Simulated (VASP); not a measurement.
A run of VASP 6.6.1:

Contents of POSCAR:

```
AlRu
1.0
    2.9916000000      0.0000000000      0.0000000000
    0.0000000000      2.9916000000      0.0000000000
    0.0000000000      0.0000000000      2.9916000000
Ru Al
1 1
Direct
    0.5000000000      0.5000000000      0.5000000000
    0.0000000000      0.0000000000      0.0000000000
```

The input INCAR.step1:

```
PREC = Accurate
ENCUT = 520
EDIFF = 1E-5
ISMEAR = -1
SIGMA = 0.05
LREAL = F
LASPH = T
NELM = 100
ALGO = Normal
ISIF = 2
LWAVE = T
LCHARG = F
GGA = PE
NBANDS = 16
```

Contents of INCAR.step2:

```
PREC = Accurate
ENCUT = 520
EDIFF = 1E-6
ISMEAR = -1
SIGMA = 0.05
LREAL = F
LASPH = T
NELM = 100
ALGO = Normal
ISIF = 2
LWAVE = F
LCHARG = F
GGA = PE
LHFCALC = T
AEXX = 0.25
PRECFOCK = Normal
ISTART = 1
NBANDS = 16
```

KPOINTS

```
Automatic mesh
0
Gamma
  4 4 4
```

Potentials or basis: VASP PAW PBE potentials, release 64 (Ru_pv, Al).

Launch:

```console
$ cat potpaw_PBE.64/Ru_pv/POTCAR potpaw_PBE.64/Al/POTCAR > POTCAR
$ cp INCAR.step1 INCAR
$ mpirun -np 1 vasp_std > vasp.out
$ cp INCAR.step2 INCAR
$ mpirun -np 1 vasp_std > vasp.out
```

Hardware: 1 thread of AMD EPYC 7R13 Processor (Zen 3) (shared host).

Question: How long does it take, and how much memory?

Answer: It took 5.3 min on 1 thread of AMD EPYC 7R13 Processor (Zen 3), on a shared host, peak memory 0.11 GiB. Counts: k points 10.
